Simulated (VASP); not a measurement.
Write the native input for VASP 6.6.1 that does the following.

```yaml
Task: single point
Functional: PBE
Potentials_or_basis: VASP PAW PBE potentials, release 64 (Si, C)
Cutoff: 520 eV
k_mesh: 7 × 7 × 7
Occupations: gaussian, width 0.01 eV
Spin: no spin polarisation
Dipole_correction: no
Further_INCAR_settings: ALGO = Normal; EDIFF = 1e-06; NBANDS = 11
```

The structure of SiC (Moissanite 3C) lies in POSCAR:

```
SiC
1.0
    0.0000000000      2.1934308841      2.1934308841
    2.1934308841      0.0000000000      2.1934308841
    2.1934308841      2.1934308841      0.0000000000
Si C
1 1
Direct
    0.0000000000      0.0000000000      0.0000000000
    0.2500000000      0.2500000000      0.2500000000
```

These files were run (other wordings do the same):

INCAR

```
PREC     = Accurate       # precision mode
ENCUT    = 520            # plane-wave cutoff, eV
EDIFF    = 1E-6           # SCF threshold, eV
ISMEAR   = 0              # smearing method
SIGMA    = 0.01           # smearing width, eV
LREAL    = False          # projectors in reciprocal space
LASPH    = True           # aspherical terms in the spheres
NELM     = 60             # most SCF steps
ALGO     = Normal         # electronic algorithm
ISIF     = 2              # what is computed and relaxed
LWAVE    = False          # write WAVECAR
LCHARG   = False          # write CHGCAR
GGA      = PE             # functional
NBANDS   = 11             # bands
```

KPOINTS

```
regular mesh
0
Gamma
  7 7 7
```

Potentials or basis: VASP PAW PBE potentials, release 64 (Si, C).

Run with:

```bash
$ cat potpaw_PBE.64/Si/POTCAR potpaw_PBE.64/C/POTCAR > POTCAR
$ mpirun -np 1 vasp_std > vasp.out
```

Results of the run:

| Property | Result |
| --- | --- |
| Pressure | -1.1 GPa |
| Band gap on the k mesh | 1.61 eV, indirect (least direct gap 4.65 eV) |

It took 2.8 s on 1 thread of Intel Xeon 6975P-C (shared host), peak memory 0.13 GiB.
